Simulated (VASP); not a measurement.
# Ho2O (I4/mcm) in VASP: single point with PBE

Aim: the single point of Ho2O with PBE.

Everything below comes from runs of VASP 6.6.1. Logs are shortened: lines on timing, memory, paths and dates and some standing lists are left out, and cuts for length are marked.

## (1) The cell of the first run

It takes space group I4/mcm (No. 140, tetragonal). Conventional cell: a = 6.161 Å, b = 6.161 Å, c = 5.682 Å, α = 90.00°, β = 90.00°, γ = 90.00°. Within 3.6 Å of Ho (site symmetry m2m) lie 4 O at 2.68 Å and 11 Ho at 3.07 to 3.58 Å. Within 3.5 Å of O (site symmetry 422) lie 8 Ho at 2.68 Å and 2 O at 2.84 Å.

The cell was built from a structure type or drawn by symmetry, and may not be a known phase.

## (2) Single point, PBE

Contents of INCAR:

```
PREC = Accurate ; ENCUT = 600
EDIFF = 1E-6 ; ISMEAR = 0
SIGMA = 0.2 ; LREAL = False
LASPH = True ; NELM = 200
ALGO = Normal ; ISIF = 2
LWAVE = False ; LCHARG = False
GGA = PE ; NBANDS = 33
GGA_COMPAT = False ; LMAXMIX = 6
```

Contents of KPOINTS:

```
regular mesh
0
Gamma
  4 4 4
```

Contents of POSCAR:

```
Ho2O
1.0
   -3.0806241709      3.0806241709      2.8411146868
    3.0806241709     -3.0806241709      2.8411146868
    3.0806241709      3.0806241709     -2.8411146868
Ho O
4 2
Direct
    0.6763478687      0.1763478687      0.8526957374
    0.1763478687      0.3236521313      0.5000000000
    0.3236521313      0.8236521313      0.1473042626
    0.8236521313      0.6763478687      0.5000000000
    0.2500000000      0.2500000000      0.0000000000
    0.7500000000      0.7500000000      0.0000000000
```

Potentials or basis: VASP PAW PBE potentials, release 64 (Ho_3, O), 4f in core.

Launch:

```sh
> cat potpaw_PBE.64/Ho_3/POTCAR potpaw_PBE.64/O/POTCAR > POTCAR
> mpirun -np 1 vasp_std > vasp.out
```

OUTCAR:

```text
PREC = Accurate
   ENCUT = 600
   EDIFF = 1E-6
   ISMEAR = 0
   LREAL = False
   LASPH = True
   NELM = 200
   ISIF = 2
   GGA = PE

 ion  position               nearest neighbor table
   1  0.676  0.176  0.853-   5 2.68   6 2.68   5 2.68   6 2.68   3 3.07   3 3.12   3 3.12   2 3.21
                             4 3.21   4 3.21   2 3.21   4 3.58   2 3.58   2 3.58   4 3.58
   2  0.176  0.324  0.500-   6 2.68   5 2.68   5 2.68   6 2.68   4 3.07   4 3.12   4 3.12   3 3.21
                             1 3.21   3 3.21   1 3.21   1 3.58   3 3.58   1 3.58   3 3.58
   3  0.324  0.824  0.147-   5 2.68   6 2.68   5 2.68   6 2.68   1 3.07   1 3.12   1 3.12   2 3.21
                             4 3.21   4 3.21   2 3.21   4 3.58   2 3.58   4 3.58   2 3.58
   4  0.824  0.676  0.500-   5 2.68   6 2.68   6 2.68   5 2.68   2 3.07   2 3.12   2 3.12   1 3.21
                             1 3.21   3 3.21   3 3.21   3 3.58   1 3.58   1 3.58   3 3.58
   5  0.250  0.250  0.000-   4 2.68   3 2.68   1 2.68   2 2.68   3 2.68   2 2.68   4 2.68   1 2.68

   6  0.750  0.750  0.000-   3 2.68   2 2.68   1 2.68   3 2.68   4 2.68   4 2.68   1 2.68   2 2.68

  LATTYP: Found a body centered tetragonal cell.
 ALAT       =     6.1612483418
 C/A-ratio  =     0.9222529362

  Lattice vectors:

 A1 = (  -3.0806241709,   3.0806241709,   2.8411146868)
 A2 = (   3.0806241709,  -3.0806241709,   2.8411146868)
 A3 = (   3.0806241709,   3.0806241709,  -2.8411146868)

Analysis of symmetry for initial positions (statically):
=====================================================================
 Subroutine PRICEL returns:
 Original cell was already a primitive cell.

 Routine SETGRP: Setting up the symmetry group for a
 body centered tetragonal supercell.

 Subroutine GETGRP returns: Found 16 space group operations
 (whereof  8 operations were pure point group operations)
 out of a pool of 16 trial point group operations.

The static configuration has the point symmetry C_4h.
 The point group associated with its full space group is D_4h.

Analysis of symmetry for dynamics (positions and initial velocities):
=====================================================================
 Subroutine PRICEL returns:
 Original cell was already a primitive cell.

 Routine SETGRP: Setting up the symmetry group for a
 body centered tetragonal supercell.

 Subroutine GETGRP returns: Found 16 space group operations
 (whereof  8 operations were pure point group operations)
 out of a pool of 16 trial point group operations.

The dynamic configuration has the point symmetry C_4h.
 The point group associated with its full space group is D_4h.

 Subroutine INISYM returns: Found 16 space group operations
 (whereof  8 operations are pure point group operations),
 and found     1 'primitive' translations

----------------------------------------------------------------------------------------

                                     Primitive cell

  volume of cell :     107.8515

  direct lattice vectors                    reciprocal lattice vectors
    -3.080624171  3.080624171  2.841114687     0.000000000  0.162304771  0.175987264
     3.080624171 -3.080624171  2.841114687     0.162304771  0.000000000  0.175987264
     3.080624171  3.080624171 -2.841114687     0.162304771  0.162304771  0.000000000

  length of vectors
     5.201194404  5.201194404  5.201194404     0.239404168  0.239404168  0.229533608

  position of ions in fractional coordinates (direct lattice)
     0.676347869  0.176347869  0.852695737
     0.176347869  0.323652131  0.500000000
     0.323652131  0.823652131  0.147304263
     0.823652131  0.676347869  0.500000000
     0.250000000  0.250000000  0.000000000
     0.750000000  0.750000000  0.000000000

  ion indices of the primitive-cell ions
   primitive index   ion index
                 1           1
                 2           2
                 3           3
                 4           4
                 5           5
                 6           6

----------------------------------------------------------------------------------------

 KPOINTS: regular mesh

Automatic generation of k-mesh.
 Grid dimensions read from file:
 generate k-points for:    4    4    4

 Generating k-lattice:

  Cartesian coordinates                     Fractional coordinates (reciprocal lattice)
     0.000000000  0.040576193  0.043996816     0.250000000  0.000000000 -0.000000000
     0.040576193  0.000000000  0.043996816     0.000000000  0.250000000 -0.000000000
     0.040576193  0.040576193  0.000000000     0.000000000  0.000000000  0.250000000

  Length of vectors
     0.059851042  0.059851042  0.057383402

  Shift w.r.t. Gamma in fractional coordinates (k-lattice)
     0.000000000  0.000000000  0.000000000

 Subroutine IBZKPT returns following result:
 ===========================================

 Found     13 irreducible k-points:

 Following reciprocal coordinates:
            Coordinates               Weight
  0.000000  0.000000  0.000000      1.000000
  0.250000  0.000000 -0.000000      8.000000
  0.500000  0.000000 -0.000000      4.000000
  0.250000  0.250000 -0.000000      8.000000
  0.500000  0.250000 -0.000000     16.000000
 -0.250000  0.250000  0.000000      4.000000
  0.500000  0.500000 -0.000000      2.000000
  0.250000  0.250000  0.250000      2.000000
 -0.250000  0.250000  0.250000      4.000000
  0.500000  0.500000  0.250000      4.000000
 -0.250000  0.500000  0.250000      8.000000
 -0.250000 -0.250000  0.250000      2.000000
  0.500000  0.500000  0.500000      1.000000
   k-points           NKPTS =     13   k-points in BZ     NKDIM =     13   number of bands    NBANDS=     33
   number of dos      NEDOS =    301   number of ions     NIONS =      6
   total plane-waves  NPLWV =  74088
   dimension x,y,z NGX =    42 NGY =   42 NGZ =   42
   dimension x,y,z NGXF=    84 NGYF=   84 NGZF=   84
   ions per type =               4   2
   NGX,Y,Z   is equivalent  to a cutoff of  13.42, 13.42, 13.42 a.u.
   NGXF,Y,Z  is equivalent  to a cutoff of  26.85, 26.85, 26.85 a.u.
 SYSTEM =  unknown system
   PREC   = accura    normal or accurate (medium, high low for compatibility)
   ISTART =      0    job   : 0-new  1-cont  2-samecut
   ICHARG =      2    charge: 1-file 2-atom 10-const
   ISPIN  =      1    spin polarized calculation?
   LNONCOLLINEAR =      F non collinear calculations
   LSORBIT =      F    spin-orbit coupling
   LASPH  =      T    aspherical Exc in radial PAW
   ENCUT  =  600.0 eV  44.10 Ry    6.64 a.u.  10.39 10.39 10.39*2*pi/ulx,y,z
   NELM   =    200;   NELMIN=  2; NELMDL= -5     # of ELM steps
   EDIFF  = 0.1E-05   stopping-criterion for ELM
   LREAL  =      F    real-space projection
   EDIFFG = 0.1E-04   stopping-criterion for IOM
   NSW    =      0    number of steps for IOM
   IBRION =     -1    ionic relax: 0-MD 1-quasi-New 2-CG
   NFREE  =      0    steps in history (QN), initial steepest desc. (CG)
   ISIF   =      2    stress and relaxation
   ISYM   =      2    0-nonsym 1-usesym 2-fastsym
   POTIM  = 0.5000    time-step for ionic-motion
   TEBEG  =    0.0;   TEEND  =   0.0 temperature during run
   PSTRESS=    0.0 pullay stress
   NELECT =      48.0000    total number of electrons
   NUPDOWN=      -1.0000    fix difference up-down
   EMIN   =  10.00;   EMAX   =-10.00  energy-range for DOS
   EFERMI =   0.00;   METHOD = LEGACY
   ISMEAR =     0;   SIGMA  =   0.20  broadening in eV -4-tet -1-fermi 0-gaus
   EFERMI_NEDOS =   21; number of points for ismear=-14 and -15
   IALGO  =     38    algorithm
   IMIX   =      4    mixing-type and parameters
     AMIX     =   0.40;   BMIX     =  1.00
     AMIX_MAG =   1.60;   BMIX_MAG =  1.00
  volume/ion in A,a.u.               =      17.98       121.30
  Fermi-wavevector in a.u.,A,eV,Ry     =   1.249913  2.361993 21.256150  1.562283
  Thomas-Fermi vector in A             =   2.383932
   LORBIT       =      0    0 simple, 1 ext, 2 COOP (PROOUT), +10 PAW based schemes
   GGA     = PE    functional components
   LHFCALC =     F    Hartree Fock is set to
   AEXX    =    0.0000 exact exchange contribution
   IVDW    =     0    specifies the selected vdW correction
   LEPSILON=     F    determine dielectric tensor
   LRPA    =     F    only Hartree local field effects (RPA)
 non-spin polarized calculation
 Gauss-broadening in eV      SIGMA  =   0.20
  energy-cutoff  :      600.00
  volume of cell :      107.85
 maximum number of plane-waves:      3627
 NGX is ok and might be reduce to    42
   NGX = 21   NGY = 21   NGZ = 21

 number of electron      47.9999997 magnetization

 Free energy of the ion-electron system (eV)
  ---------------------------------------------------
  ext. energy  EPLUGINS =         0.00000000
  ---------------------------------------------------
  free energy    TOTEN  =       -35.94289619 eV

  energy without entropy =      -35.82923623  energy(sigma->0) =      -35.88606621

 E-fermi :   4.7461     XC(G=0): -11.2088

 val. band max:        4.7422322590   @ k =   0.5000   0.2500  -0.0000
 cond. band min:       4.7541901804   @ k =   0.5000   0.5000   0.2500
 fundamental gap:      0.0119579214
 Fermi energy:         4.7461112837

 k-point     1 :       0.0000    0.0000    0.0000
  band No.  band energies     occupation
      1     -19.5359      2.00000
      2     -19.4993      2.00000
      3     -19.4993      2.00000
      4     -19.3850      2.00000
      5     -19.3850      2.00000
      6     -19.3206      2.00000
[... 25 lines left out ...]
     32       8.2738      0.00000
     33       8.7466      0.00000

 k-point     2 :       0.2500    0.0000   -0.0000
  band No.  band energies     occupation
      1     -19.6179      2.00000
      2     -19.5778      2.00000
      3     -19.5112      2.00000
      4     -19.3107      2.00000
      5     -19.2775      2.00000
      6     -19.1431      2.00000
[... 25 lines left out ...]
     32       8.2532      0.00000
     33       9.0907      0.00000
[... 358 lines left out ...]
     32       7.9448      0.00000
     33       8.9305      0.00000

 k-point    13 :       0.5000    0.5000    0.5000
  band No.  band energies     occupation
      1     -19.9118      2.00000
      2     -19.7911      2.00000
      3     -19.5962      2.00000
      4     -19.2849      2.00000
      5     -19.2431      2.00000
      6     -19.2431      2.00000
[... 25 lines left out ...]
     32       7.2514      0.00000
     33       8.8141      0.00000

------------------------ aborting loop because EDIFF is reached ----------------------------------------

  FORCE on cell =-STRESS in cart. coord.  units (eV):
  Direction    XX          YY          ZZ          XY          YZ          ZX
  --------------------------------------------------------------------------------------
  -------------------------------------------------------------------------------------
  Total        0.0279751      0.0279751      0.0387772      0.0000000     -0.0000000      0.0000000
  in kB        0.4155820      0.4155820      0.5760510      0.0000000     -0.0000000      0.0000000
  external PRESSURE =       0.4690716 kB  Pullay stress =       0.0000000 kB

 VOLUME and BASIS-vectors are now :
 -----------------------------------------------------------------------------
  energy-cutoff  :      600.00
  volume of cell :      107.85
      direct lattice vectors                 reciprocal lattice vectors
    -3.080624171  3.080624171  2.841114687     0.000000000  0.162304771  0.175987264
     3.080624171 -3.080624171  2.841114687     0.162304771  0.000000000  0.175987264
     3.080624171  3.080624171 -2.841114687     0.162304771  0.162304771  0.000000000

 POSITION                                       TOTAL-FORCE (eV/Angst)
 -----------------------------------------------------------------------------------
      1.08652      4.16715      0.00000         0.021639      0.021639     -0.000000
      1.99410      1.08652      0.00000        -0.021639      0.021639      0.000000
      1.99410     -1.08652      2.84111        -0.021639     -0.021639      0.000000
      1.08652      1.99410      2.84111         0.021639     -0.021639     -0.000000
      0.00000      0.00000      1.42056        -0.000000      0.000000     -0.000000
      0.00000      0.00000      4.26167         0.000000      0.000000     -0.000000
 -----------------------------------------------------------------------------------
    total drift:                               -0.000000     -0.000000      0.000000

  FREE ENERGIE OF THE ION-ELECTRON SYSTEM (eV)
  ---------------------------------------------------
  free  energy   TOTEN  =       -35.9428961906 eV

  energy  without entropy=      -35.8292362313  energy(sigma->0) =      -35.88606621
```

It took 61 s on 1 thread of Intel Xeon Platinum 8488C (Sapphire Rapids), shared host; peak memory 0.28 GiB.

What came out:

| Property | Result |
| --- | --- |
| Free energy | -35.9429 eV |
| Pressure | 0.0 GPa |
| Largest force | 0.031 eV/Å |
| Band gap on the k mesh | zero (bands 24 and 25 overlap by 0.29 eV) |

Forces on the atoms (eV/Å):
```
Ho   0.022  0.022  0.000
Ho  -0.022  0.022  0.000
Ho  -0.022 -0.022  0.000
Ho   0.022 -0.022  0.000
O    0.000  0.000  0.000
O    0.000  0.000  0.000
```

Levels at points of the mesh, in eV from the Fermi level:
| k point | band 21 | band 22 | band 23 | band 24 | band 25 | band 26 | band 27 | band 28 |
| --- | --- | --- | --- | --- | --- | --- | --- | --- |
| (0.00, 0.00, 0.00) | -2.59 | -1.58 | -0.40 | -0.40 | 0.78 | 0.86 | 1.17 | 1.72 |
| (0.50, 0.00, 0.00) | -1.51 | -1.51 | -0.55 | -0.55 | 0.68 | 0.68 | 1.35 | 1.35 |
| (0.50, 0.50, 0.00) | -1.71 | -1.37 | -0.47 | -0.44 | -0.26 | 1.71 | 2.05 | 2.08 |
| (0.50, 0.50, 0.50) | -1.47 | -0.06 | -0.06 | -0.06 | 0.84 | 1.28 | 1.86 | 1.86 |

Caveat: the k points lie up to 0.38 Å⁻¹ apart; spin-orbit coupling is left out, which moves the levels of the heavy elements; the 4f electrons are frozen in the core, so they carry no moment and show no levels; the run has no spin polarisation, though such a crystal can be magnetic. With open d or f shells a metallic result of PBE can be an artefact of self-interaction; +U or a hybrid may open a gap.
